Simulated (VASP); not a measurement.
# TiTe2 (Fm-3m) in VASP: further runs, part 2 of 2

VASP 6.6.1. The steps go on from the part before.

**3. Single point, r2SCAN**

Input file POSCAR:

```
TiTe2
1.0
    0.0000000000      3.4401227243      3.4401227243
    3.4401227243      0.0000000000      3.4401227243
    3.4401227243      3.4401227243      0.0000000000
Ti Te
1 2
Direct
    0.0000000000      0.0000000000      0.0000000000
    0.2500000000      0.2500000000      0.2500000000
    0.7500000000      0.7500000000      0.7500000000
```

Input file INCAR.step1:

```
ALGO = Normal
EDIFF = 1E-4
ENCUT = 520
GGA = PE
ISMEAR = 1
LASPH = T
LCHARG = F
LREAL = F
LWAVE = T
NBANDS = 19
NELM = 80
PREC = Accurate
SIGMA = 0.2
```

Input file INCAR.step2:

```
ALGO = Normal
EDIFF = 1E-7
ENCUT = 520
ISIF = 2
ISMEAR = 1
ISTART = 1
LASPH = T
LCHARG = F
LMIXTAU = T
LREAL = F
LWAVE = F
METAGGA = R2SCAN
NBANDS = 19
NELM = 80
PREC = Accurate
SIGMA = 0.2
```

Input file KPOINTS:

```
k-points
0
Gamma
  4 4 4
```

Potentials or basis: VASP PAW PBE potentials, release 64 (Ti_sv, Te).

Launch:

```console
> cat potpaw_PBE.64/Ti_sv/POTCAR potpaw_PBE.64/Te/POTCAR > POTCAR
> cp INCAR.step1 INCAR
> mpirun -np 1 vasp_std > vasp.out
> cp INCAR.step2 INCAR
> mpirun -np 1 vasp_std > vasp.out
```

OUTCAR:

```text
EDIFF = 1E-7
   ENCUT = 520
   ISIF = 2
   ISMEAR = 1
   ISTART = 1
   LASPH = T
   LREAL = F
   METAGGA = R2SCAN
   NELM = 80
   PREC = Accurate

 ion  position               nearest neighbor table
   1  0.000  0.000  0.000-   3 2.98   3 2.98   3 2.98   2 2.98   3 2.98   2 2.98   2 2.98   2 2.98

   2  0.250  0.250  0.250-   1 2.98   1 2.98   1 2.98   1 2.98   3 3.44   3 3.44   3 3.44   3 3.44
                             3 3.44   3 3.44
   3  0.750  0.750  0.750-   1 2.98   1 2.98   1 2.98   1 2.98   2 3.44   2 3.44   2 3.44   2 3.44
                             2 3.44   2 3.44

  LATTYP: Found a face centered cubic cell.
 ALAT       =     6.8802454486

  Lattice vectors:

 A1 = (   0.0000000000,   3.4401227243,   3.4401227243)
 A2 = (   3.4401227243,   0.0000000000,   3.4401227243)
 A3 = (   3.4401227243,   3.4401227243,   0.0000000000)

Analysis of symmetry for initial positions (statically):
=====================================================================
 Subroutine PRICEL returns:
 Original cell was already a primitive cell.

 Routine SETGRP: Setting up the symmetry group for a
[... 149 lines left out ...]
  free energy    TOTEN  =       -64.94444556 eV

  energy without entropy =      -64.95372201  energy(sigma->0) =      -64.94753771

 E-fermi :   7.4127     XC(G=0): -10.2833

 val. band max:        7.3627831053   @ k =   0.0000   0.0000   0.0000
 cond. band min:       7.4547676406   @ k =  -0.2500   0.2500   0.0000
 fundamental gap:      0.0919845353
 Fermi energy:         7.4127380364

 k-point     1 :       0.0000    0.0000    0.0000
  band No.  band energies     occupation
      1     -52.9947      2.00000
      2     -28.2005      2.00000
      3     -28.2005      2.00000
      4     -28.2004      2.00000
      5      -6.4217      2.00000
      6      -2.3114      2.00000
[... 153 lines left out ...]
      6      -4.4895      2.00000
[... 11 lines left out ...]
     18      11.6251      0.00000
     19      11.9427      0.00000

------------------------ aborting loop because EDIFF is reached ----------------------------------------

  FORCE on cell =-STRESS in cart. coord.  units (eV):
  Direction    XX          YY          ZZ          XY          YZ          ZX
  --------------------------------------------------------------------------------------
  -------------------------------------------------------------------------------------
  Total        0.2531513      0.2531513      0.2531513      0.0000000      0.0000000      0.0000000
  in kB        4.9812562      4.9812562      4.9812562      0.0000000      0.0000000      0.0000000
  external PRESSURE =       4.9812562 kB  Pullay stress =       0.0000000 kB

 VOLUME and BASIS-vectors are now :
 -----------------------------------------------------------------------------
  energy-cutoff  :      520.00
  volume of cell :       81.42
      direct lattice vectors                 reciprocal lattice vectors
     0.000000000  3.440122724  3.440122724    -0.145343652  0.145343652  0.145343652
     3.440122724  0.000000000  3.440122724     0.145343652 -0.145343652  0.145343652
     3.440122724  3.440122724  0.000000000     0.145343652  0.145343652 -0.145343652

 POSITION                                       TOTAL-FORCE (eV/Angst)
 -----------------------------------------------------------------------------------
      0.00000      0.00000      0.00000         0.000000      0.000000      0.000000
      1.72006      1.72006      1.72006        -0.000000     -0.000000     -0.000000
      5.16018      5.16018      5.16018         0.000000      0.000000      0.000000
 -----------------------------------------------------------------------------------
    total drift:                               -0.000000      0.000000      0.000000

  FREE ENERGIE OF THE ION-ELECTRON SYSTEM (eV)
  ---------------------------------------------------
  free  energy   TOTEN  =       -64.9444455596 eV

  energy  without entropy=      -64.9537220111  energy(sigma->0) =      -64.94753771
```

OUTCAR.step1:

```text
EDIFF = 1E-4
   ENCUT = 520
   GGA = PE
   ISMEAR = 1
[... 385 lines left out ...]
      0.00000      0.00000      0.00000         0.000000     -0.000000      0.000000
      1.72006      1.72006      1.72006         0.000000      0.000000      0.000000
      5.16018      5.16018      5.16018        -0.000000     -0.000000     -0.000000
 -----------------------------------------------------------------------------------
    total drift:                               -0.000000      0.000000      0.000000

  FREE ENERGIE OF THE ION-ELECTRON SYSTEM (eV)
  ---------------------------------------------------
  free  energy   TOTEN  =       -15.0547594515 eV

  energy  without entropy=      -15.0666057423  energy(sigma->0) =      -15.05870822
```

It took 1.9 min on 1 thread of Intel Xeon 8259CL, shared host; peak memory 0.22 GiB.

Results:

```
Free energy            : -64.9444 eV
Pressure               : 0.5 GPa
Band gap on the k mesh : zero (bands 12 and 13 overlap by 0.27 eV)
```

Caveat: the k points lie up to 0.40 Å⁻¹ apart; the structure was generated, so it needn't be the stable form of TiTe2; the PAW data sets were made with another functional, which shifts forces and pressure a little; spin-orbit coupling is left out, which moves the levels of the heavy elements.

**4. Single point, PBE-based global hybrid with 15 % exact exchange**

POSCAR is that of step 3.

Input file INCAR.step1:

```
ALGO = Normal ; EDIFF = 1E-5
ENCUT = 520 ; GGA = PE
ISIF = 2 ; ISMEAR = -1
LASPH = True ; LCHARG = False
LREAL = False ; LWAVE = True
NBANDS = 19 ; NELM = 60
PREC = Accurate ; SIGMA = 0.02
```

Input file INCAR.step2:

```
AEXX = 0.15 ; ALGO = Normal
EDIFF = 1E-6 ; ENCUT = 520
GGA = PE ; ISIF = 2
ISMEAR = -1 ; ISTART = 1
LASPH = True ; LCHARG = False
LHFCALC = True ; LREAL = False
LWAVE = False ; NBANDS = 19
NELM = 60 ; PREC = Accurate
PRECFOCK = Normal ; SIGMA = 0.02
```

KPOINTS is that of step 3.

Launch:

```console
> cat potpaw_PBE.64/Ti_sv/POTCAR potpaw_PBE.64/Te/POTCAR > POTCAR
> cp INCAR.step1 INCAR
> mpirun -np 1 vasp_std > vasp.out
> cp INCAR.step2 INCAR
> mpirun -np 1 vasp_std > vasp.out
```

It took 55 min on 1 thread of Intel Xeon 8259CL, shared host; peak memory 0.23 GiB.

Results (log left out):

| Quantity | Value |
| --- | --- |
| Free energy | -18.2597 eV |
| Pressure | -0.6 GPa |
| Band gap on the k mesh | zero (bands 12 and 13 overlap by 0.68 eV) |

Levels at points of the mesh, in eV from the Fermi level:
```
           k point  band 8  band 9  band 10  band 11  band 12  band 13  band 14  band 15  band 16  band 17
(0.00, 0.00, 0.00)   -5.16   -5.16    -0.80    -0.80    -0.80    -0.27    -0.27     2.25     2.25     2.25
(0.50, 0.00, 0.00)   -4.26   -4.04    -3.40    -3.40    -3.12     0.21     0.21     0.89     2.41     2.41
(0.50, 0.50, 0.00)   -5.48   -5.48    -1.90    -1.90    -0.65     0.63     0.87     1.83     2.93     2.93
```

Caveat: the k points lie up to 0.40 Å⁻¹ apart, too coarse for converged energies and pressures of a metal; the structure was generated, so it needn't be the stable form of TiTe2; the PAW data sets were made with another functional, which shifts forces and pressure a little; spin-orbit coupling is left out, which moves the levels of the heavy elements.

**5. The runs side by side**

```tsv
level	smearing	grid for exact exchange (PRECFOCK)	share of exact exchange	gap on the mesh (eV)	pressure (GPa)
r2SCAN	methfessel-paxton 0.001 eV	-	-	none	0.5
r2SCAN	methfessel-paxton 0.2 eV	-	-	none	0.5
PBE-based global hybrid with 15 % exact exchange	fermi-dirac 0.02 eV	Normal	0.15	none	-0.6
```

Alike in all rows: task single point; potentials or basis VASP PAW PBE potentials, release 64 (Ti_sv, Te); no spin polarisation; cell as given; k mesh 4 × 4 × 4; cutoff (eV) 520.

Caveats: all runs use coarse meshes; the structure was generated, so it needn't be the stable form of TiTe2; the PAW data sets were made with another functional, which shifts forces and pressure a little; spin-orbit coupling is left out, which moves the levels of the heavy elements.

Absolute energies hang on the potentials; compare differences alone.

The gap in the log of VASP goes by the Fermi energy; the results here count the filled bands.